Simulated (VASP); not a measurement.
# Pt (Im-3m) in VASP: notebook

Runs on Pt. Level: PBEsol. Tasks: single point, relaxation of cell and atoms.

All numbers are computed with VASP 6.6.1; they aren't measurements. Logs are shortened: lines on timing, memory, paths and dates and some standing lists are left out, and cuts for length are marked.

**1. The cell of the first run**

The structure is cubic, space group Im-3m (No. 229). The conventional cell has a = 3.122 Å, b = 3.122 Å, c = 3.122 Å, α = 90.00°, β = 90.00°, γ = 90.00°. Within 3.6 Å of Pt (site symmetry m-3m) lie 14 Pt at 2.70 to 3.12 Å.

**2. Single point, PBEsol**

The input, INCAR:

```
SYSTEM = Pt
PREC     = Accurate       ! precision mode
ENCUT    = 520            ! plane-wave cutoff, eV
EDIFF    = 1E-6           ! SCF threshold, eV
ISMEAR   = 1              ! smearing method
SIGMA    = 0.1            ! smearing width, eV
LREAL    = .FALSE.        ! projectors in reciprocal space
LASPH    = .TRUE.         ! aspherical terms in the spheres
NELM     = 100            ! most SCF steps
ALGO     = Normal         ! electronic algorithm
ISIF     = 2              ! what is computed and relaxed
LWAVE    = .FALSE.        ! write WAVECAR
LCHARG   = .TRUE.         ! write CHGCAR
GGA      = PS             ! functional
LELF     = .TRUE.         ! ELF
LVHAR    = .TRUE.       
NBANDS   = 11             ! bands
```

The input, KPOINTS:

```
regular mesh
0
G
  19 19 19
  0 0 0
```

The input, POSCAR:

```
Pt
1.0
   -1.5607859924      1.5607859924      1.5607859924
    1.5607859924     -1.5607859924      1.5607859924
    1.5607859924      1.5607859924     -1.5607859924
Pt
1
Direct
    0.0000000000      0.0000000000      0.0000000000
```

Potentials or basis: VASP PAW PBE potentials, release 64 (Pt).

Command:

```console
$ cat potpaw_PBE.64/Pt/POTCAR > POTCAR
$ mpirun -np 1 vasp_std > vasp.out
```

OUTCAR:

```text
SYSTEM = Pt
   PREC = Accurate
   ENCUT = 520
   EDIFF = 1E-6
   ISMEAR = 1
   LREAL = .FALSE.
   LASPH = .TRUE.
   NELM = 100
   ISIF = 2
   GGA = PS

 ion  position               nearest neighbor table
   1  0.000  0.000  0.000-

  LATTYP: Found a body centered cubic cell.
 ALAT       =     3.1215719848

  Lattice vectors:

 A1 = (  -1.5607859924,   1.5607859924,   1.5607859924)
 A2 = (   1.5607859924,  -1.5607859924,   1.5607859924)
 A3 = (   1.5607859924,   1.5607859924,  -1.5607859924)

Analysis of symmetry for initial positions (statically):
=====================================================================
 Subroutine PRICEL returns:
 Original cell was already a primitive cell.

 Routine SETGRP: Setting up the symmetry group for a
 body centered cubic supercell.

 Subroutine GETGRP returns: Found 48 space group operations
 (whereof 48 operations were pure point group operations)
 out of a pool of 48 trial point group operations.

The static configuration has the point symmetry O_h .

Analysis of symmetry for dynamics (positions and initial velocities):
=====================================================================
 Subroutine PRICEL returns:
 Original cell was already a primitive cell.

 Routine SETGRP: Setting up the symmetry group for a
 body centered cubic supercell.

 Subroutine GETGRP returns: Found 48 space group operations
 (whereof 48 operations were pure point group operations)
 out of a pool of 48 trial point group operations.

The dynamic configuration has the point symmetry O_h .

 Subroutine INISYM returns: Found 48 space group operations
 (whereof 48 operations are pure point group operations),
 and found     1 'primitive' translations

----------------------------------------------------------------------------------------

                                     Primitive cell

  volume of cell :      15.2086

  direct lattice vectors                    reciprocal lattice vectors
    -1.560785992  1.560785992  1.560785992     0.000000000  0.320351414  0.320351414
     1.560785992 -1.560785992  1.560785992     0.320351414  0.000000000  0.320351414
     1.560785992  1.560785992 -1.560785992     0.320351414  0.320351414  0.000000000

  length of vectors
     2.703360639  2.703360639  2.703360639     0.453045315  0.453045315  0.453045315

  position of ions in fractional coordinates (direct lattice)
     0.000000000  0.000000000  0.000000000

  ion indices of the primitive-cell ions
   primitive index   ion index
                 1           1

----------------------------------------------------------------------------------------

 KPOINTS: regular mesh

Automatic generation of k-mesh.
 Grid dimensions read from file:
 generate k-points for:   19   19   19

 Generating k-lattice:

  Cartesian coordinates                     Fractional coordinates (reciprocal lattice)
     0.000000000  0.016860601  0.016860601     0.052631579  0.000000000  0.000000000
     0.016860601  0.000000000  0.016860601     0.000000000  0.052631579  0.000000000
     0.016860601  0.016860601  0.000000000     0.000000000  0.000000000  0.052631579

  Length of vectors
     0.023844490  0.023844490  0.023844490

  Shift w.r.t. Gamma in fractional coordinates (k-lattice)
     0.000000000  0.000000000  0.000000000

 Subroutine IBZKPT returns following result:
 ===========================================

 Found    220 irreducible k-points:

 Following reciprocal coordinates:
            Coordinates               Weight
  0.000000  0.000000  0.000000      1.000000
  0.052632  0.000000  0.000000     12.000000
  0.105263  0.000000  0.000000     12.000000
  0.157895  0.000000  0.000000     12.000000
  0.210526  0.000000  0.000000     12.000000
  0.263158  0.000000  0.000000     12.000000
[... 16 lines left out ...]
  0.263158  0.105263 -0.000000     48.000000
  0.315789  0.105263  0.000000     48.000000
 [... further k-points ...]
   k-points           NKPTS =    220   k-points in BZ     NKDIM =    220   number of bands    NBANDS=     11
   number of dos      NEDOS =    301   number of ions     NIONS =      1
   total plane-waves  NPLWV =   8000
   dimension x,y,z NGX =    20 NGY =   20 NGZ =   20
   dimension x,y,z NGXF=    40 NGYF=   40 NGZF=   40
   ions per type =               1
   NGX,Y,Z   is equivalent  to a cutoff of  12.30, 12.30, 12.30 a.u.
   NGXF,Y,Z  is equivalent  to a cutoff of  24.60, 24.60, 24.60 a.u.
 SYSTEM =  Pt
   PREC   = accura    normal or accurate (medium, high low for compatibility)
   ISTART =      0    job   : 0-new  1-cont  2-samecut
   ICHARG =      2    charge: 1-file 2-atom 10-const
   ISPIN  =      1    spin polarized calculation?
   LNONCOLLINEAR =      F non collinear calculations
   LSORBIT =      F    spin-orbit coupling
   LASPH  =      T    aspherical Exc in radial PAW
   ENCUT  =  520.0 eV  38.22 Ry    6.18 a.u.   5.03  5.03  5.03*2*pi/ulx,y,z
   NELM   =    100;   NELMIN=  2; NELMDL= -5     # of ELM steps
   EDIFF  = 0.1E-05   stopping-criterion for ELM
   LREAL  =      F    real-space projection
   EDIFFG = 0.1E-04   stopping-criterion for IOM
   NSW    =      0    number of steps for IOM
   IBRION =     -1    ionic relax: 0-MD 1-quasi-New 2-CG
   NFREE  =      0    steps in history (QN), initial steepest desc. (CG)
   ISIF   =      2    stress and relaxation
   ISYM   =      2    0-nonsym 1-usesym 2-fastsym
   POTIM  = 0.5000    time-step for ionic-motion
   TEBEG  =    0.0;   TEEND  =   0.0 temperature during run
   PSTRESS=    0.0 pullay stress
   NELECT =      10.0000    total number of electrons
   NUPDOWN=      -1.0000    fix difference up-down
   EMIN   =  10.00;   EMAX   =-10.00  energy-range for DOS
   EFERMI =   0.00;   METHOD = LEGACY
   ISMEAR =     1;   SIGMA  =   0.10  broadening in eV -4-tet -1-fermi 0-gaus
   EFERMI_NEDOS =   21; number of points for ismear=-14 and -15
   IALGO  =     38    algorithm
   IMIX   =      4    mixing-type and parameters
     AMIX     =   0.40;   BMIX     =  1.00
     AMIX_MAG =   1.60;   BMIX_MAG =  1.00
  volume/ion in A,a.u.               =      15.21       102.63
  Fermi-wavevector in a.u.,A,eV,Ry     =   1.423568  2.690153 27.572821  2.026545
  Thomas-Fermi vector in A             =   2.544151
   LORBIT       =      0    0 simple, 1 ext, 2 COOP (PROOUT), +10 PAW based schemes
   GGA     = PS    functional components
   LHFCALC =     F    Hartree Fock is set to
   AEXX    =    0.0000 exact exchange contribution
   IVDW    =     0    specifies the selected vdW correction
   LEPSILON=     F    determine dielectric tensor
   LRPA    =     F    only Hartree local field effects (RPA)
 non-spin polarized calculation
 Methfessel and Paxton  Order N= 1 SIGMA  =   0.10
  energy-cutoff  :      520.00
  volume of cell :       15.21
 maximum number of plane-waves:       420
   NGX =  9   NGY =  9   NGZ =  9

 number of electron      10.0000000 magnetization

 number of electron       9.9999997 magnetization

 Free energy of the ion-electron system (eV)
  ---------------------------------------------------
  ext. energy  EPLUGINS =         0.00000000
  ---------------------------------------------------
  free energy    TOTEN  =        -6.84243076 eV

  energy without entropy =       -6.84099612  energy(sigma->0) =       -6.84195255

 E-fermi :  10.6993     XC(G=0): -13.5713

 val. band max:       10.6918863208   @ k =  -0.3684   0.3684   0.1053
 cond. band min:      10.7003870092   @ k =  -0.2632   0.3158   0.1579
 fundamental gap:      0.0085006883
 Fermi energy:        10.6993029908

 k-point     1 :       0.0000    0.0000    0.0000
  band No.  band energies     occupation
      1       0.7459      2.00000
      2       7.0138      2.00000
      3       7.0138      2.00000
      4       7.0138      2.00000
      5       9.6698      2.00000
      6       9.6698      2.00000
      7      27.7828      0.00000
      8      27.7828      0.00000
      9      27.7828      0.00000
     10      38.2741      0.00000
     11      38.2741      0.00000

 k-point     2 :       0.0526    0.0000    0.0000
  band No.  band energies     occupation
      1       0.8634      2.00000
      2       6.9660      2.00000
      3       7.0135      2.00000
      4       7.1094      2.00000
      5       9.6059      2.00000
      6       9.6728      2.00000
      7      27.8440      0.00000
      8      27.8982      0.00000
      9      27.9583      0.00000
     10      36.5376      0.00000
     11      37.1399      0.00000

 k-point     3 :       0.1053    0.0000    0.0000
  band No.  band energies     occupation
      1       1.2069      2.00000
      2       6.8303      2.00000
      3       7.0058      2.00000
      4       7.3926      2.00000
      5       9.4492      2.00000
      6       9.6835      2.00000
      7      27.9602      0.00000
      8      28.1177      0.00000
      9      28.4737      0.00000
     10      34.8797      0.00000
     11      35.3845      0.00000

 k-point     4 :       0.1579    0.0000    0.0000
  band No.  band energies     occupation
      1       1.7457      2.00000
      2       6.6277      2.00000
      3       6.9814      2.00000
      4       7.8516      2.00000
      5       9.2858      2.00000
      6       9.7057      2.00000
      7      27.9098      0.00000
      8      27.9895      0.00000
      9      29.2973      0.00000
     10      33.8496      0.00000
     11      33.9310      0.00000
[... 239 lines left out ...]
 k-point    22 :       0.2105    0.1053   -0.0000
  band No.  band energies     occupation
      1       3.3778      2.00000
      2       6.1938      2.00000
      3       6.7203      2.00000
      4       9.0630      2.00000
      5       9.6724      2.00000
      6       9.9514      2.00000
      7      24.9307      0.00000
      8      26.5990      0.00000
      9      29.8130      0.00000
     10      30.9945      0.00000
     11      34.9448      0.00000

 k-point    23 :       0.2632    0.1053   -0.0000
  band No.  band energies     occupation
      1       3.8574      2.00000
      2       5.9696      2.00000
      3       7.0590      2.00000
      4       9.1780      2.00000
      5       9.9698      2.00000
      6      10.6274      1.93296
      7      22.7534      0.00000
      8      25.7029      0.00000
      9      28.6731      0.00000
     10      32.1250      0.00000
     11      35.9144      0.00000

 k-point    24 :       0.3158    0.1053    0.0000
  band No.  band energies     occupation
      1       4.0489      2.00000
      2       5.7878      2.00000
      3       7.7255      2.00000
      4       9.3480      2.00000
      5      10.0670      2.00000
      6      11.5681     -0.00000
      7      20.5982      0.00000
      8      24.9110      0.00000
      9      27.5586      0.00000
     10      33.3057      0.00000
     11      36.1008      0.00000

 [... further k-points ...]
[... 5 lines left out ...]
  --------------------------------------------------------------------------------------
  -------------------------------------------------------------------------------------
  Total       -0.0329483     -0.0329483     -0.0329483      0.0000000     -0.0000000      0.0000000
  in kB       -3.4709891     -3.4709891     -3.4709891      0.0000000     -0.0000000      0.0000000
  external PRESSURE =      -3.4709891 kB  Pullay stress =       0.0000000 kB

 VOLUME and BASIS-vectors are now :
 -----------------------------------------------------------------------------
  energy-cutoff  :      520.00
  volume of cell :       15.21
      direct lattice vectors                 reciprocal lattice vectors
    -1.560785992  1.560785992  1.560785992     0.000000000  0.320351414  0.320351414
     1.560785992 -1.560785992  1.560785992     0.320351414  0.000000000  0.320351414
     1.560785992  1.560785992 -1.560785992     0.320351414  0.320351414  0.000000000

 POSITION                                       TOTAL-FORCE (eV/Angst)
 -----------------------------------------------------------------------------------
      0.00000      0.00000      0.00000        -0.000000     -0.000000      0.000000
 -----------------------------------------------------------------------------------
    total drift:                                0.000000      0.000000      0.000000

  FREE ENERGIE OF THE ION-ELECTRON SYSTEM (eV)
  ---------------------------------------------------
  free  energy   TOTEN  =        -6.8424307645 eV

  energy  without entropy=       -6.8409961174  energy(sigma->0) =       -6.84195255
```

It took 11 s on 1 thread of Intel Xeon 6975P-C (Granite Rapids), shared host; peak memory 0.15 GiB.

Results:

```yaml
Free_energy: -6.8424 eV
Pressure: -0.3 GPa
Band_gap_on_the_k_mesh: zero (band 5 reaches 11.74 eV, above the bottom of band 6 at 9.54 eV)
```

Caveat: the PAW data sets were made with another functional, which shifts forces and pressure a little; spin-orbit coupling is left out, which moves the levels of the heavy elements.

**3. Relaxation of cell and atoms, PBEsol**

This run uses another cell than the first one, of 15.90 Å³/atom, 1.046 times its volume.

The input, INCAR:

```
SYSTEM = Pt
PREC = Accurate
ENCUT = 600
EDIFF = 1E-6
ISMEAR = 1
SIGMA = 0.1
LREAL = .FALSE.
LASPH = .TRUE.
NELM = 80
ALGO = Normal
ISIF = 3
LWAVE = .FALSE.
LCHARG = .FALSE.
GGA = PS
IBRION = 2
NSW = 80
EDIFFG = -0.01
```

The input, KPOINTS:

```
Automatic mesh
0
G
  19 19 19
  0 0 0
```

The input, POSCAR:

```
Pt
1.0
   -1.5842200000      1.5842200000      1.5842200000
    1.5842200000     -1.5842200000      1.5842200000
    1.5842200000      1.5842200000     -1.5842200000
Pt
1
Direct
    0.0000000000      0.0000000000      0.0000000000
```

Potentials or basis: VASP PAW PBE potentials, release 64 (Pt).

Command:

```console
$ cat potpaw_PBE.64/Pt/POTCAR > POTCAR
$ mpirun -np 1 vasp_std > vasp.out
```

OUTCAR:

```text
SYSTEM = Pt
   PREC = Accurate
   ENCUT = 600
   EDIFF = 1E-6
   ISMEAR = 1
   LREAL = .FALSE.
   LASPH = .TRUE.
   NELM = 80
   ISIF = 3
   GGA = PS
   IBRION = 2
   NSW = 80
   EDIFFG = -0.01

 ion  position               nearest neighbor table
   1  0.000  0.000  0.000-

  LATTYP: Found a body centered cubic cell.
 ALAT       =     3.1684400000

  Lattice vectors:

 A1 = (  -1.5842200000,   1.5842200000,   1.5842200000)
 A2 = (   1.5842200000,  -1.5842200000,   1.5842200000)
 A3 = (   1.5842200000,   1.5842200000,  -1.5842200000)

Analysis of symmetry for initial positions (statically):
=====================================================================
 Subroutine PRICEL returns:
 Original cell was already a primitive cell.

 Routine SETGRP: Setting up the symmetry group for a
 body centered cubic supercell.

 Subroutine GETGRP returns: Found 48 space group operations
 (whereof 48 operations were pure point group operations)
 out of a pool of 48 trial point group operations.

The static configuration has the point symmetry O_h .

Analysis of symmetry for dynamics (positions and initial velocities):
=====================================================================
 Subroutine PRICEL returns:
 Original cell was already a primitive cell.

[... 143 lines left out ...]
   NGX = 11   NGY = 11   NGZ = 11

--------------------------------------- Ionic step        1  -------------------------------------------

 number of electron      10.0000000 magnetization

 number of electron       9.9999999 magnetization

 Free energy of the ion-electron system (eV)
  ---------------------------------------------------
  ext. energy  EPLUGINS =         0.00000000
  ---------------------------------------------------
  free energy    TOTEN  =        -6.81677658 eV

  energy without entropy =       -6.81516772  energy(sigma->0) =       -6.81624029

 E-fermi :   9.8950     XC(G=0): -13.3078

 val. band max:        9.8918102909   @ k =  -0.2632   0.3158   0.1579
 cond. band min:       9.8962127981   @ k =  -0.3684   0.4211   0.3158
 fundamental gap:      0.0044025072
 Fermi energy:         9.8950075715

 k-point     1 :       0.0000    0.0000    0.0000
  band No.  band energies     occupation
      1       0.4060      2.00000
      2       6.4532      2.00000
      3       6.4532      2.00000
      4       6.4532      2.00000
      5       8.9406      2.00000
      6       8.9406      2.00000
      7      26.9876      0.00000
      8      26.9876      0.00000
      9      26.9876      0.00000
[... 485 lines left out ...]
--------------------------------------- Ionic step        7  -------------------------------------------

 number of electron      10.0000001 magnetization

 Free energy of the ion-electron system (eV)
  ---------------------------------------------------
  ext. energy  EPLUGINS =         0.00000000
  ---------------------------------------------------
  free energy    TOTEN  =        -6.84255538 eV

  energy without entropy =       -6.84112851  energy(sigma->0) =       -6.84207976

 E-fermi :  10.7147     XC(G=0): -13.5762

 val. band max:       10.7073785274   @ k =  -0.3684   0.3684   0.1053
 cond. band min:      10.7158922657   @ k =  -0.2632   0.3158   0.1579
 fundamental gap:      0.0085137383
 Fermi energy:        10.7146721817

 k-point     1 :       0.0000    0.0000    0.0000
  band No.  band energies     occupation
      1       0.7526      2.00000
      2       7.0242      2.00000
      3       7.0242      2.00000
      4       7.0242      2.00000
      5       9.6837      2.00000
      6       9.6837      2.00000
      7      27.7978      0.00000
      8      27.7978      0.00000
      9      27.7978      0.00000
[... 304 lines left out ...]
  FREE ENERGIE OF THE ION-ELECTRON SYSTEM (eV)
  ---------------------------------------------------
  free  energy   TOTEN  =        -6.8425553788 eV

  energy  without entropy=       -6.8411285075  energy(sigma->0) =       -6.84207976

 reached required accuracy - stopping structural energy minimisation
```

Run time: 44 s. Hardware: 1 thread of Intel Xeon 6975P-C (Granite Rapids), shared host; peak memory 0.19 GiB.

What came out:

```
Free energy                            : -6.8426 eV
Relaxed volume                         : 15.20 Å³/atom
Relaxed cell                           : a = 2.703 Å, b = 2.703 Å, c = 2.703 Å, α = 109.47°, β = 109.47°, γ = 109.47°
Space group after relaxing (to 0.05 Å) : Im-3m (No. 229)
Energy gained by relaxing              : 25.8 meV/atom
Ionic steps                            : 7
Pressure after relaxing                : 0.0 GPa
Band gap on the k mesh                 : zero (band 5 reaches 11.76 eV, above the bottom of band 6 at 9.56 eV)
```

Step by step:
```tsv
step	energy change (eV)	largest force (eV/Å)	pressure (GPa)	volume (Å³)
1	0.0000	0.0000	-11.12	15.90
2	0.1858	0.0000	45.24	13.50
3	-0.0257	0.0000	-0.56	15.23
4	-0.0258	0.0000	-0.12	15.20
5	-0.0258	0.0000	0.13	15.19
6	-0.0258	0.0000	-0.27	15.21
7	-0.0258	0.0000	-0.01	15.20
```

Final structure:
```
CELL_PARAMETERS angstrom
-1.56035 1.56035 1.56035
1.56035 -1.56035 1.56035
1.56035 1.56035 -1.56035
ATOMIC_POSITIONS crystal
Pt 0.00000 0.00000 0.00000
```

Caveat: the PAW data sets were made with another functional, which shifts forces and pressure a little; spin-orbit coupling is left out, which moves the levels of the heavy elements.
